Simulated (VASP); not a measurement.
## Na: single point with LDA

Crystal: Na.

```
CELL_PARAMETERS angstrom
7.02334 0.00000 -0.35117
0.00000 7.02334 0.00000
-0.35117 0.00000 7.02334
ATOMIC_POSITIONS crystal
Na 0.00000 0.00000 0.00000
```

This cell differs from its parent crystal: strain -0.1000 x Voigt [0, 0, 0, 0, 1, 0].

| Quantity | Value |
| --- | --- |
| Program | VASP 6.6.1 |
| Task | single point |
| Functional | LDA |
| Potentials or basis | VASP PAW LDA potentials, release 64 (Na_pv) |
| Cutoff | 520 eV |
| k mesh | 8 × 8 × 8 |
| Occupations | gaussian, width 0.15 eV |
| Spin | no spin polarisation |
| Dipole correction | no |
| Further INCAR settings | ALGO = Fast; EDIFF = 1e-06; NBANDS = 10 |

```yaml
Pressure: -0.1 GPa
Band_gap_on_the_k_mesh: zero (an odd number of electrons rules out a gap without spin polarisation)
```

Levels at points of the mesh, in eV from the Fermi level:
| k point | band 1 | band 2 | band 3 | band 4 | band 5 | band 6 | band 7 | band 8 |
| --- | --- | --- | --- | --- | --- | --- | --- | --- |
| (0.00, 0.00, 0.00) | -26.13 | -26.13 | -26.13 | -0.38 | 2.74 | 2.76 | 2.81 | 2.96 |
| (0.50, 0.00, 0.00) | -26.13 | -26.13 | -26.13 | -0.09 | 1.28 | 2.99 | 3.03 | 3.57 |
| (0.00, 0.50, 0.00) | -26.13 | -26.13 | -26.13 | -0.10 | 1.27 | 3.00 | 3.08 | 3.61 |
| (0.50, 0.50, 0.00) | -26.13 | -26.13 | -26.13 | 0.17 | 1.65 | 1.66 | 2.62 | 3.23 |
| (0.50, 0.00, 0.50) | -26.13 | -26.13 | -26.13 | 0.16 | 1.56 | 1.76 | 2.64 | 3.26 |
| (0.50, 0.50, 0.50) | -26.13 | -26.13 | -26.13 | 0.40 | 1.90 | 1.98 | 2.09 | 3.01 |

Wall time 2.1 min on 1 thread of Intel(R) Xeon(R) 6975P-C (Granite Rapids), on a shared host, peak memory 0.49 GiB.

Caveat: the cell differs from its parent crystal (strain -0.1000 x Voigt [0, 0, 0, 0, 1, 0]).
